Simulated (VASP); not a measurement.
# PdPt2Se3 (P-3m1) in VASP: relaxation of cell and atoms with PBE

Aim: the relaxation of cell and atoms of PdPt2Se3 with PBE.

Everything below comes from runs of VASP 6.6.1. Logs are shortened: lines on timing, memory, paths and dates and some standing lists are left out, and cuts for length are marked.

**1. The cell of the first run**

The structure is trigonal, space group P-3m1 (No. 164). Conventional cell: a = 3.755 Å, b = 3.755 Å, c = 9.175 Å, α = 90.00°, β = 90.00°, γ = 120.00°. Pd (site symmetry -3m) has 6 Se at 2.70 Å and 6 Pt at 3.71 Å and 6 Pd at 3.76 Å within 3.8 Å. Pt (site symmetry 3m) has 6 Se at 2.58 to 2.68 Å within 3.4 Å. Se (site symmetry 3m) has 3 Pt at 2.58 Å and 3 Pd at 2.70 Å within 3.4 Å. Within 3.5 Å of Se (site symmetry -3m) lie 6 Pt at 2.68 Å.

The cell was generated, and may not be a known phase.

**2. Relaxation of cell and atoms, PBE**

INCAR

```
SYSTEM = PdPt2Se3
  PREC = Accurate
  ENCUT = 600
  EDIFF = 1E-7
  ISMEAR = 0
  SIGMA = 0.1
  LREAL = .False.
  LASPH = .True.
  NELM = 60
  ALGO = Fast
  ISIF = 3
  LWAVE = .False.
  LCHARG = .False.
  GGA = PE
  IBRION = 2
  NSW = 100
  EDIFFG = -0.01
```

KPOINTS

```
Automatic mesh
0
Gamma
  12 12 4
  0 0 0
```

POSCAR

```
PdPt2Se3
1.0
    3.7552357866      0.0000000000      0.0000000000
   -1.8776178933      3.2521295884      0.0000000000
    0.0000000000      0.0000000000      9.1751045455
Pd Pt Se
1 2 3
Direct
    0.0000000000      0.0000000000      0.0000000000
    0.3333333333      0.6666666667      0.6716524393
    0.6666666667      0.3333333333      0.3283475607
    0.3333333333      0.6666666667      0.1757306313
    0.6666666667      0.3333333333      0.8242693687
    0.0000000000      0.0000000000      0.5000000000
```

Potentials or basis: VASP PAW PBE potentials, release 64 (Pd, Pt, Se).

Command:

```console
> cat potpaw_PBE.64/Pd/POTCAR potpaw_PBE.64/Pt/POTCAR potpaw_PBE.64/Se/POTCAR > POTCAR
> mpirun -np 1 vasp_std > vasp.out
```

OUTCAR:

```text
SYSTEM = PdPt2Se3
   PREC = Accurate
   ENCUT = 600
   EDIFF = 1E-7
   ISMEAR = 0
   LREAL = .False.
   LASPH = .True.
   NELM = 60
   ISIF = 3
   GGA = PE
   IBRION = 2
   NSW = 100
   EDIFFG = -0.01

 ion  position               nearest neighbor table
   1  0.000  0.000  0.000-   4 2.70   5 2.70   5 2.70   4 2.70   5 2.70   4 2.70
   2  0.333  0.667  0.672-   5 2.58   5 2.58   5 2.58   6 2.68   6 2.68   6 2.68
   3  0.667  0.333  0.328-   4 2.58   4 2.58   4 2.58   6 2.68   6 2.68   6 2.68
   4  0.333  0.667  0.176-   3 2.58   3 2.58   3 2.58   1 2.70   1 2.70   1 2.70
   5  0.667  0.333  0.824-   2 2.58   2 2.58   2 2.58   1 2.70   1 2.70   1 2.70
   6  0.000  0.000  0.500-   2 2.68   3 2.68   3 2.68   2 2.68   3 2.68   2 2.68

  LATTYP: Found a hexagonal cell.
 ALAT       =     3.7552357866
 C/A-ratio  =     2.4432832096

  Lattice vectors:

 A1 = (   3.7552357866,   0.0000000000,   0.0000000000)
 A2 = (  -1.8776178933,   3.2521295884,   0.0000000000)
 A3 = (   0.0000000000,   0.0000000000,   9.1751045455)

Analysis of symmetry for initial positions (statically):
=====================================================================
 Subroutine PRICEL returns:
 Original cell was already a primitive cell.

 Routine SETGRP: Setting up the symmetry group for a
 hexagonal supercell.

 Subroutine GETGRP returns: Found 12 space group operations
 (whereof 12 operations were pure point group operations)
 out of a pool of 24 trial point group operations.

The static configuration has the point symmetry D_3d.

Analysis of symmetry for dynamics (positions and initial velocities):
=====================================================================
 Subroutine PRICEL returns:
 Original cell was already a primitive cell.

 Routine SETGRP: Setting up the symmetry group for a
 hexagonal supercell.

 Subroutine GETGRP returns: Found 12 space group operations
 (whereof 12 operations were pure point group operations)
 out of a pool of 24 trial point group operations.

The dynamic configuration has the point symmetry D_3d.

 Subroutine INISYM returns: Found 12 space group operations
 (whereof 12 operations are pure point group operations),
 and found     1 'primitive' translations

----------------------------------------------------------------------------------------

                                     Primitive cell

  volume of cell :     112.0511

  direct lattice vectors                    reciprocal lattice vectors
     3.755235787  0.000000000  0.000000000     0.266294863  0.153745411  0.000000000
    -1.877617893  3.252129588  0.000000000     0.000000000  0.307490822  0.000000000
     0.000000000  0.000000000  9.175104545     0.000000000  0.000000000  0.108990584

  length of vectors
     3.755235787  3.755235787  9.175104545     0.307490822  0.307490822  0.108990584

  position of ions in fractional coordinates (direct lattice)
     0.000000000  0.000000000  0.000000000
     0.333333333  0.666666667  0.671652439
     0.666666667  0.333333333  0.328347561
     0.333333333  0.666666667  0.175730631
     0.666666667  0.333333333  0.824269369
     0.000000000  0.000000000  0.500000000

  ion indices of the primitive-cell ions
   primitive index   ion index
                 1           1
                 2           2
                 3           3
                 4           4
                 5           5
                 6           6

----------------------------------------------------------------------------------------

 KPOINTS: Automatic mesh

Automatic generation of k-mesh.
 Grid dimensions read from file:
 generate k-points for:   12   12    4

 Generating k-lattice:

  Cartesian coordinates                     Fractional coordinates (reciprocal lattice)
     0.022191239  0.012812118  0.000000000     0.083333333  0.000000000  0.000000000
     0.000000000  0.025624235  0.000000000     0.000000000  0.083333333  0.000000000
     0.000000000  0.000000000  0.027247646     0.000000000  0.000000000  0.250000000

  Length of vectors
     0.025624235  0.025624235  0.027247646

  Shift w.r.t. Gamma in fractional coordinates (k-lattice)
     0.000000000  0.000000000  0.000000000

 Subroutine IBZKPT returns following result:
 ===========================================

 Found     69 irreducible k-points:

 Following reciprocal coordinates:
            Coordinates               Weight
  0.000000  0.000000  0.000000      1.000000
  0.083333  0.000000  0.000000      6.000000
  0.166667 -0.000000  0.000000      6.000000
  0.250000  0.000000  0.000000      6.000000
  0.333333  0.000000  0.000000      6.000000
  0.416667  0.000000  0.000000      6.000000
[... 16 lines left out ...]
  0.166667 -0.000000  0.250000      6.000000
  0.000000  0.166667  0.250000      6.000000
 [... further k-points ...]
   k-points           NKPTS =     69   k-points in BZ     NKDIM =     69   number of bands    NBANDS=     28
   number of dos      NEDOS =    301   number of ions     NIONS =      6
   total plane-waves  NPLWV =  72000
   dimension x,y,z NGX =    30 NGY =   30 NGZ =   80
   dimension x,y,z NGXF=    60 NGYF=   60 NGZF=  160
   ions per type =               1   2   3
   NGX,Y,Z   is equivalent  to a cutoff of  13.28, 13.28, 14.50 a.u.
   NGXF,Y,Z  is equivalent  to a cutoff of  26.56, 26.56, 28.99 a.u.
 SYSTEM =  PdPt2Se3
   PREC   = accura    normal or accurate (medium, high low for compatibility)
   ISTART =      0    job   : 0-new  1-cont  2-samecut
   ICHARG =      2    charge: 1-file 2-atom 10-const
   ISPIN  =      1    spin polarized calculation?
   LNONCOLLINEAR =      F non collinear calculations
   LSORBIT =      F    spin-orbit coupling
   LASPH  =      T    aspherical Exc in radial PAW
   ENCUT  =  600.0 eV  44.10 Ry    6.64 a.u.   7.50  7.50 18.32*2*pi/ulx,y,z
   NELM   =     60;   NELMIN=  2; NELMDL= -5     # of ELM steps
   EDIFF  = 0.1E-06   stopping-criterion for ELM
   LREAL  =      F    real-space projection
   EDIFFG = -.1E-01   stopping-criterion for IOM
   NSW    =    100    number of steps for IOM
   IBRION =      2    ionic relax: 0-MD 1-quasi-New 2-CG
   NFREE  =      1    steps in history (QN), initial steepest desc. (CG)
   ISIF   =      3    stress and relaxation
   ISYM   =      2    0-nonsym 1-usesym 2-fastsym
   POTIM  = 0.5000    time-step for ionic-motion
   TEBEG  =    0.0;   TEEND  =   0.0 temperature during run
   PSTRESS=    0.0 pullay stress
   NELECT =      48.0000    total number of electrons
   NUPDOWN=      -1.0000    fix difference up-down
   EMIN   =  10.00;   EMAX   =-10.00  energy-range for DOS
   EFERMI =   0.00;   METHOD = LEGACY
   ISMEAR =     0;   SIGMA  =   0.10  broadening in eV -4-tet -1-fermi 0-gaus
   EFERMI_NEDOS =   21; number of points for ismear=-14 and -15
   IALGO  =     68    algorithm
   IMIX   =      4    mixing-type and parameters
     AMIX     =   0.40;   BMIX     =  1.00
     AMIX_MAG =   1.60;   BMIX_MAG =  1.00
  volume/ion in A,a.u.               =      18.68       126.03
  Fermi-wavevector in a.u.,A,eV,Ry     =   1.234099  2.332108 20.721667  1.523000
  Thomas-Fermi vector in A             =   2.368802
   LORBIT       =      0    0 simple, 1 ext, 2 COOP (PROOUT), +10 PAW based schemes
   GGA     = PE    functional components
   LHFCALC =     F    Hartree Fock is set to
   AEXX    =    0.0000 exact exchange contribution
   IVDW    =     0    specifies the selected vdW correction
   LEPSILON=     F    determine dielectric tensor
   LRPA    =     F    only Hartree local field effects (RPA)
 conjugate gradient relaxation of ions
 non-spin polarized calculation
 RMM-DIIS sequential band-by-band and
 Gauss-broadening in eV      SIGMA  =   0.10
  energy-cutoff  :      600.00
  volume of cell :      112.05
 maximum number of plane-waves:      3765
 NGX is ok and might be reduce to    30
   NGX = 15   NGY = 15   NGZ = 37

--------------------------------------- Ionic step        1  -------------------------------------------

 number of electron      48.0000003 magnetization

 Free energy of the ion-electron system (eV)
  ---------------------------------------------------
  ext. energy  EPLUGINS =         0.00000000
  ---------------------------------------------------
  free energy    TOTEN  =       -28.48781664 eV

  energy without entropy =      -28.46987393  energy(sigma->0) =      -28.47884528

------------------------ aborting loop because EDIFF is reached ----------------------------------------

  FORCE on cell =-STRESS in cart. coord.  units (eV):
  Direction    XX          YY          ZZ          XY          YZ          ZX
  --------------------------------------------------------------------------------------
  -------------------------------------------------------------------------------------
  Total       -0.2778790     -0.2778790     -0.1960153     -0.0000000      0.0000000      0.0000000
  in kB       -3.9732903     -3.9732903     -2.8027509     -0.0000000      0.0000000      0.0000000
  external PRESSURE =      -3.5831105 kB  Pullay stress =       0.0000000 kB
[... 145 lines left out ...]
  energy  without entropy=      -28.4749142353  energy(sigma->0) =      -28.48359694

--------------------------------------- Ionic step        5  -------------------------------------------

 number of electron      48.0000001 magnetization

 Free energy of the ion-electron system (eV)
  ---------------------------------------------------
  ext. energy  EPLUGINS =         0.00000000
  ---------------------------------------------------
  free energy    TOTEN  =       -28.49232760 eV

  energy without entropy =      -28.47498747  energy(sigma->0) =      -28.48365754

 E-fermi :   7.2180     XC(G=0): -11.3743

 val. band max:        7.2147020606   @ k =   0.3333   0.1667   0.0000
 cond. band min:       7.2209568612   @ k =   0.1667   0.1667   0.5000
 fundamental gap:      0.0062548005
 Fermi energy:         7.2179936068

 k-point     1 :       0.0000    0.0000    0.0000
  band No.  band energies     occupation
      1      -7.7774      2.00000
      2      -6.8699      2.00000
      3      -6.5834      2.00000
      4       0.7504      2.00000
      5       1.1995      2.00000
      6       2.1052      2.00000
[... 733 lines left out ...]
     27       9.2670      0.00000
     28      11.5080      0.00000

 [... further k-points ...]

------------------------ aborting loop because EDIFF is reached ----------------------------------------

  FORCE on cell =-STRESS in cart. coord.  units (eV):
  Direction    XX          YY          ZZ          XY          YZ          ZX
  --------------------------------------------------------------------------------------
  -------------------------------------------------------------------------------------
  Total       -0.0335261     -0.0335261      0.0296195      0.0000000      0.0000000      0.0000000
  in kB       -0.4817419     -0.4817419      0.4256073      0.0000000      0.0000000      0.0000000
  external PRESSURE =      -0.1792922 kB  Pullay stress =       0.0000000 kB
[... 21 lines left out ...]
  FREE ENERGIE OF THE ION-ELECTRON SYSTEM (eV)
  ---------------------------------------------------
  free  energy   TOTEN  =       -28.4923275980 eV

  energy  without entropy=      -28.4749874727  energy(sigma->0) =      -28.48365754

 reached required accuracy - stopping structural energy minimisation
```

It took 24 min on 1 thread of Oxide Virtual Turin-like, shared host; peak memory 0.44 GiB.

Results:

| Item | Value |
| --- | --- |
| Free energy | -28.4923 eV |
| Relaxed volume | 18.58 Å³/atom |
| Relaxed cell | a = 3.747 Å, b = 3.747 Å, c = 9.171 Å, α = 90.00°, β = 90.00°, γ = 120.00° |
| Space group after relaxing (to 0.1 Å) | P-3m1 (No. 164) |
| Energy gained by relaxing | 0.8 meV/atom |
| Ionic steps | 5 |
| Pressure after relaxing | 0.0 GPa |
| Largest force after relaxing | 0.007 eV/Å |
| Band gap on the k mesh | zero (bands 24 and 25 overlap by 2.11 eV) |

Forces in eV/Å, atoms in the order of the input:
```
Pd   0.000  0.000  0.000
Pt   0.000  0.000  0.007
Pt   0.000  0.000 -0.007
Se   0.000  0.000 -0.005
Se   0.000  0.000  0.005
Se   0.000  0.000  0.000
```

Stress tensor (GPa, compression positive):
```
-0.05  0.00  0.00
 0.00 -0.05  0.00
 0.00  0.00  0.04
```

The path:
| step | energy change (eV) | largest force (eV/Å) | pressure (GPa) | volume (Å³) |
| --- | --- | --- | --- | --- |
| 1 | 0.0000 | 0.1255 | -0.36 | 112.05 |
| 2 | -0.0028 | 0.0967 | 0.28 | 111.38 |
| 3 | -0.0029 | 0.0894 | 0.44 | 111.21 |
| 4 | -0.0045 | 0.0198 | 0.06 | 111.45 |
| 5 | -0.0045 | 0.0075 | -0.02 | 111.50 |

Final structure:
```
Pd Pt Se
1.0
     3.74683    0.00000    0.00000
    -1.87341    3.24485    0.00000
     0.00000    0.00000    9.17109
Pd Pt Se
1 2 3
Direct
  0.00000 0.00000 0.00000
  0.33333 0.66667 0.67007
  0.66667 0.33333 0.32993
  0.33333 0.66667 0.17399
  0.66667 0.33333 0.82601
  0.00000 0.00000 0.50000
```

Caveat: spin-orbit coupling is left out, which moves the levels of the heavy elements.
